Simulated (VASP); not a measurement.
# Nb (Fm-3m) in VASP: notebook, part 2 of 2

VASP 6.6.1.

## 3. Single point, LDA, non-collinear spin, zero start, spin-orbit coupling (23.65 Å³/atom)

This run uses another cell than the first one, of 23.65 Å³/atom.

Input file INCAR:

```
SYSTEM = Nb
  PREC = Accurate
  ENCUT = 500
  EDIFF = 1E-6
  ISMEAR = -1
  SIGMA = 0.05
  LREAL = .False.
  LASPH = .True.
  NELM = 200
  ALGO = Normal
  ISIF = 2
  LWAVE = .False.
  LCHARG = .True.
  MAGMOM = 0 0 0
  LORBIT = 11
  LSORBIT = .True.
  GGA_COMPAT = .False.
  LORBMOM = .True.
  LMAXMIX = 4
  LVHAR = .True.
  NBANDS = 24
```

Input file KPOINTS:

```
Automatic mesh
0
Gamma
  11 11 11
  0 0 0
```

Input file POSCAR:

```
Nb
1.0
    0.0000000000      2.2783146850      2.2783146850
    2.2783146850      0.0000000000      2.2783146850
    2.2783146850      2.2783146850      0.0000000000
Nb
1
Direct
    0.0000000000      0.0000000000      0.0000000000
```

Potentials or basis: VASP PAW LDA potentials, release 64 (Nb_sv).

Command:

```console
cat potpaw_LDA.64/Nb_sv/POTCAR > POTCAR
mpirun -np 1 vasp_ncl > vasp.out
```

OUTCAR:

```text
SYSTEM = Nb
   PREC = Accurate
   ENCUT = 500
   EDIFF = 1E-6
   ISMEAR = -1
   LREAL = .False.
   LASPH = .True.
   NELM = 200
   ISIF = 2
   LORBIT = 11
   LSORBIT = .True.

 ion  position               nearest neighbor table
   1  0.000  0.000  0.000-

  LATTYP: Found a face centered cubic cell.
 ALAT       =     4.5566293700

  Lattice vectors:

 A1 = (   0.0000000000,   2.2783146850,   2.2783146850)
 A2 = (   2.2783146850,   0.0000000000,   2.2783146850)
 A3 = (   2.2783146850,   2.2783146850,   0.0000000000)

Analysis of symmetry for initial positions (statically):
=====================================================================
 Subroutine PRICEL returns:
 Original cell was already a primitive cell.

 Routine SETGRP: Setting up the symmetry group for a
 face centered cubic supercell.

 Subroutine GETGRP returns: Found 48 space group operations
 (whereof 48 operations were pure point group operations)
 out of a pool of 48 trial point group operations.

The static configuration has the point symmetry O_h .

Analysis of symmetry for dynamics (positions and initial velocities):
=====================================================================
 Subroutine PRICEL returns:
 Original cell was already a primitive cell.

 Routine SETGRP: Setting up the symmetry group for a
 face centered cubic supercell.

 Subroutine GETGRP returns: Found 48 space group operations
 (whereof 48 operations were pure point group operations)
 out of a pool of 48 trial point group operations.

The dynamic configuration has the point symmetry O_h .

Analysis of structural, dynamic, and magnetic symmetry:
=====================================================================
 Subroutine PRICEL returns:
 Original cell was already a primitive cell.

 Routine SETGRP: Setting up the symmetry group for a
 face centered cubic supercell.

 Subroutine GETGRP returns: Found 48 space group operations
 (whereof 48 operations were pure point group operations)
 out of a pool of 48 trial point group operations.

The overall configuration has the point symmetry O_h .

 Subroutine INISYM returns: Found 48 space group operations
 (whereof 48 operations are pure point group operations),
 and found     1 'primitive' translations

----------------------------------------------------------------------------------------

                                     Primitive cell

  volume of cell :      23.6522

  direct lattice vectors                    reciprocal lattice vectors
     0.000000000  2.278314685  2.278314685    -0.219460465  0.219460465  0.219460465
     2.278314685  0.000000000  2.278314685     0.219460465 -0.219460465  0.219460465
     2.278314685  2.278314685  0.000000000     0.219460465  0.219460465 -0.219460465

  length of vectors
     3.222023527  3.222023527  3.222023527     0.380116675  0.380116675  0.380116675

  position of ions in fractional coordinates (direct lattice)
     0.000000000  0.000000000  0.000000000

  ion indices of the primitive-cell ions
   primitive index   ion index
                 1           1

[... 96 lines left out ...]
   GGA     = CA    functional components
   LHFCALC =     F    Hartree Fock is set to
   AEXX    =    0.0000 exact exchange contribution
   IVDW    =     0    specifies the selected vdW correction
   LEPSILON=     F    determine dielectric tensor
   LRPA    =     F    only Hartree local field effects (RPA)
  energy-cutoff  :      500.00
  volume of cell :       23.65
 maximum number of plane-waves:      1224
   NGX = 11   NGY = 11   NGZ = 11

 number of electron      13.0000000 magnetization       0.0000000      0.0000000      0.0000000

 number of electron      13.0000000 magnetization       0.0000000     -0.0000000      0.0000000

 number of electron      13.0000000 magnetization      -0.0000000      0.0000000     -0.0000000

 Free energy of the ion-electron system (eV)
  ---------------------------------------------------
  ext. energy  EPLUGINS =         0.00000000
  ---------------------------------------------------
  free energy    TOTEN  =       -10.27615670 eV

  energy without entropy =      -10.25858354  energy(sigma->0) =      -10.26737012

 E-fermi :   7.8640     XC(G=0): -11.3761

 val. band max:        7.8372297130   @ k =   0.4545   0.0000   0.0000
 cond. band min:       7.8847015625   @ k =  -0.3636   0.0909   0.0000
 fundamental gap:      0.0474718495
 Fermi energy:         7.8640417227

 k-point     1 :       0.0000    0.0000    0.0000
  band No.  band energies     occupation
      1     -46.9721      1.00000
      2     -46.9721      1.00000
      3     -24.2528      1.00000
      4     -24.2528      1.00000
      5     -22.1120      1.00000
      6     -22.1120      1.00000
[... 637 lines left out ...]
     23      21.2896      0.00000
     24      21.2896      0.00000

 [... further k-points ...]

------------------------ aborting loop because EDIFF is reached ----------------------------------------

  FORCE on cell =-STRESS in cart. coord.  units (eV):
  Direction    XX          YY          ZZ          XY          YZ          ZX
  --------------------------------------------------------------------------------------
  -------------------------------------------------------------------------------------
  Total       -4.5019851     -4.5019851     -4.5019851      0.0000000     -0.0000000      0.0000000
  in kB     -304.9604464   -304.9604464   -304.9604464      0.0000000     -0.0000000      0.0000000
  external PRESSURE =    -304.9604464 kB  Pullay stress =       0.0000000 kB

 VOLUME and BASIS-vectors are now :
 -----------------------------------------------------------------------------
  energy-cutoff  :      500.00
  volume of cell :       23.65
      direct lattice vectors                 reciprocal lattice vectors
     0.000000000  2.278314685  2.278314685    -0.219460465  0.219460465  0.219460465
     2.278314685  0.000000000  2.278314685     0.219460465 -0.219460465  0.219460465
     2.278314685  2.278314685  0.000000000     0.219460465  0.219460465 -0.219460465

 POSITION                                       TOTAL-FORCE (eV/Angst)
 -----------------------------------------------------------------------------------
      0.00000      0.00000      0.00000        -0.000000      0.000000     -0.000000
 -----------------------------------------------------------------------------------
    total drift:                               -0.000000      0.000000      0.000000

  FREE ENERGIE OF THE ION-ELECTRON SYSTEM (eV)
  ---------------------------------------------------
  free  energy   TOTEN  =       -10.2761566991 eV

  energy  without entropy=      -10.2585835423  energy(sigma->0) =      -10.26737012

 orbital moment (x)

 # of ion     p       d       tot
 ----------------------------------------
  1         0.000  -0.000  -0.000
 ----------------------------------------
            0.000  -0.000  -0.000

 orbital moment (y)

 # of ion     p       d       tot
 ----------------------------------------
  1         0.000   0.000   0.000
 ----------------------------------------
            0.000   0.000   0.000

 orbital moment (z)

 # of ion     p       d       tot
 ----------------------------------------
  1         0.000   0.000   0.000
 ----------------------------------------
            0.000   0.000   0.000

 Spin-Orbit-Coupling matrix elements

 Ion:    1  E_soc:     -0.1884379
 l=   1
     0.0000000    -0.0278988    -0.0278988
    -0.0278988     0.0000000    -0.0278988
    -0.0278988    -0.0278988     0.0000000
 l=   2
     0.0000000    -0.0008529     0.0000000    -0.0008529    -0.0026546
    -0.0008529     0.0000000    -0.0019910    -0.0008529    -0.0006637
     0.0000000    -0.0019910     0.0000000    -0.0019910     0.0000000
    -0.0008529    -0.0008529    -0.0019910     0.0000000    -0.0006637
    -0.0026546    -0.0006637     0.0000000    -0.0006637     0.0000000
 l=   3
     0.0000000     0.0000000     0.0000000     0.0000000     0.0000000     0.0000000     0.0000000
     0.0000000     0.0000000     0.0000000     0.0000000     0.0000000     0.0000000     0.0000000
     0.0000000     0.0000000     0.0000000     0.0000000     0.0000000     0.0000000     0.0000000
     0.0000000     0.0000000     0.0000000     0.0000000     0.0000000     0.0000000     0.0000000
     0.0000000     0.0000000     0.0000000     0.0000000     0.0000000     0.0000000     0.0000000
     0.0000000     0.0000000     0.0000000     0.0000000     0.0000000     0.0000000     0.0000000
     0.0000000     0.0000000     0.0000000     0.0000000     0.0000000     0.0000000     0.0000000

 total charge

# of ion       s       p       d       tot
------------------------------------------
    1        2.191   5.973   2.254  10.418

 magnetization (x)

# of ion       s       p       d       tot
------------------------------------------
    1       -0.000   0.000  -0.000  -0.000

 magnetization (y)

# of ion       s       p       d       tot
------------------------------------------
    1        0.000   0.000  -0.000   0.000

 magnetization (z)

# of ion       s       p       d       tot
------------------------------------------
    1       -0.000   0.000  -0.000  -0.000
```

OSZICAR:

```text
N       E                     dE             d eps       ncg     rms          rms(c)
DAV:   1     0.141109911224E+03    0.14111E+03   -0.67610E+03  2688   0.107E+03
DAV:   2    -0.144703340807E+01   -0.14256E+03   -0.13738E+03  3256   0.441E+02
DAV:   3    -0.105679701205E+02   -0.91209E+01   -0.87379E+01  4976   0.890E+01
DAV:   4    -0.110282167804E+02   -0.46025E+00   -0.45115E+00  3792   0.155E+01
DAV:   5    -0.110448861048E+02   -0.16669E-01   -0.16662E-01  4392   0.333E+00    0.530E+00
DAV:   6    -0.103483644562E+02    0.69652E+00   -0.10639E+00  3944   0.120E+01    0.171E+00
DAV:   7    -0.102764421999E+02    0.71922E-01   -0.26481E-01  4504   0.523E+00    0.955E-01
DAV:   8    -0.102763842875E+02    0.57912E-04   -0.18211E-02  4184   0.182E+00    0.630E-01
DAV:   9    -0.102762597217E+02    0.12457E-03   -0.11934E-03  3888   0.422E-01    0.110E-01
DAV:  10    -0.102761675467E+02    0.92175E-04   -0.57041E-04  4088   0.295E-01    0.299E-02
DAV:  11    -0.102761568251E+02    0.10722E-04   -0.52141E-05  3992   0.747E-02    0.298E-03
DAV:  12    -0.102761566991E+02    0.12602E-06   -0.15698E-06  3200   0.151E-02
   1 F= -.10276157E+02 E0= -.10267370E+02  d E =-.175732E-01  mag=     0.0000    -0.0000     0.0000
```

stdout:

```text
POSCAR found type information on POSCAR Nb
 POSCAR found :  1 types and       1 ions
 scaLAPACK will be used
 LDA part: xc-table for (Slater(with rela. corr.)+CA(PZ))
 , standard interpolation
 POSCAR, INCAR and KPOINTS ok, starting setup
 FFT: planning ... GRIDC
 FFT: planning ... GRID_SOFT
 FFT: planning ... GRID
 WAVECAR not read
 entering main loop
```

It took 26 s on 1 thread of AMD EPYC 9R45 (Zen 5), shared host; peak memory 0.16 GiB.

What came out:

```yaml
Free_energy: -10.2762 eV
Pressure: -30.5 GPa
Net_moment: 0.00 μB per cell
Valence_electrons_inside_the_program's_atomic_spheres: Nb 10.42
```

Moments on the atoms (μB; x, y, z):
```
Nb  0.00 0.00 0.00
```

Caveat: the cell stands under tension.

## 4. Single point, PBE0

This run uses another cell than the first one, of 18.92 Å³/atom.

Input file POSCAR:

```
Nb
1.0
    0.0000000000      2.1150000000      2.1150000000
    2.1150000000      0.0000000000      2.1150000000
    2.1150000000      2.1150000000      0.0000000000
Nb
1
Direct
    0.0000000000      0.0000000000      0.0000000000
```

Input file INCAR.step1:

```
SYSTEM = Nb
PREC = Accurate
ENCUT = 400
EDIFF = 1E-5
ISMEAR = -1
SIGMA = 0.1
LREAL = .False.
LASPH = .True.
NELM = 120
ALGO = Normal
ISIF = 2
LWAVE = .True.
LCHARG = .False.
NBANDS = 12
GGA = PE
GGA_COMPAT = .False.
```

Input file INCAR.step2:

```
SYSTEM = Nb
PREC = Accurate
ENCUT = 400
EDIFF = 1E-6
ISMEAR = -1
SIGMA = 0.1
LREAL = .False.
LASPH = .True.
NELM = 120
ALGO = Normal
ISIF = 2
LWAVE = .False.
LCHARG = .False.
GGA = PE
LHFCALC = .True.
AEXX = 0.25
PRECFOCK = Normal
NBANDS = 12
ISTART = 1
GGA_COMPAT = .False.
```

Input file KPOINTS:

```
regular mesh
0
Gamma
  7 7 7
  0 0 0
```

Potentials or basis: VASP PAW PBE potentials, release 64 (Nb_sv).

Command:

```console
cat potpaw_PBE.64/Nb_sv/POTCAR > POTCAR
cp INCAR.step1 INCAR
mpirun -np 1 vasp_std > vasp.out
cp INCAR.step2 INCAR
mpirun -np 1 vasp_std > vasp.out
```

It took 8 min on 1 thread of AMD EPYC 9R45 (Zen 5), shared host; peak memory 0.1 GiB.

Results (log left out):

- Free energy: -12.6312 eV
- Pressure: -6.1 GPa
- Band gap on the k mesh: zero (an odd number of electrons rules out a gap without spin polarisation)

Levels at points of the mesh, in eV from the Fermi level:
| k point | band 4 | band 5 | band 6 | band 7 | band 8 | band 9 |
| --- | --- | --- | --- | --- | --- | --- |
| (0.00, 0.00, 0.00) | -33.24 | -7.86 | 0.52 | 0.52 | 0.52 | 3.74 |

Caveat: the k points lie up to 0.37 Å⁻¹ apart, too coarse for converged energies and pressures of a metal; the PAW data sets were made with another functional, which shifts forces and pressure a little.

## 5. Summary

| level | potentials or basis | spin | cell | k mesh | cutoff (eV) | smearing | grid for exact exchange (PRECFOCK) | share of exact exchange | gap on the mesh (eV) | pressure (GPa) | moment (μB) |
| --- | --- | --- | --- | --- | --- | --- | --- | --- | --- | --- | --- |
| b88 exchange, pbe correlation | VASP PAW PBE potentials, release 64 (Nb_sv) | collinear | a = 3.050 Å, angles 60.0°, 1 atom | 11 × 11 × 11 | 500 | gaussian 0.15 eV | - | - | none | -10.5 | 0.00 |
| LDA | VASP PAW LDA potentials, release 64 (Nb_sv) | non-collinear, zero start, SOC | a = 3.222 Å, angles 60.0°, 1 atom | 11 × 11 × 11 | 500 | fermi-dirac 0.05 eV | - | - | - | -30.5 | 0.00 |
| PBE0 | VASP PAW PBE potentials, release 64 (Nb_sv) | off | a = 2.991 Å, angles 60.0°, 1 atom | 7 × 7 × 7 | 400 | fermi-dirac 0.1 eV | Normal | 0.25 | none | -6.1 | - |

Alike in all rows: task single point.

Caveats: some runs use coarse meshes; the cell stands under tension (at least some runs); the PAW data sets were made with another functional, which shifts forces and pressure a little (at least some runs).

Total energies depend on the potentials used, so only differences within one code and one set of settings carry meaning.
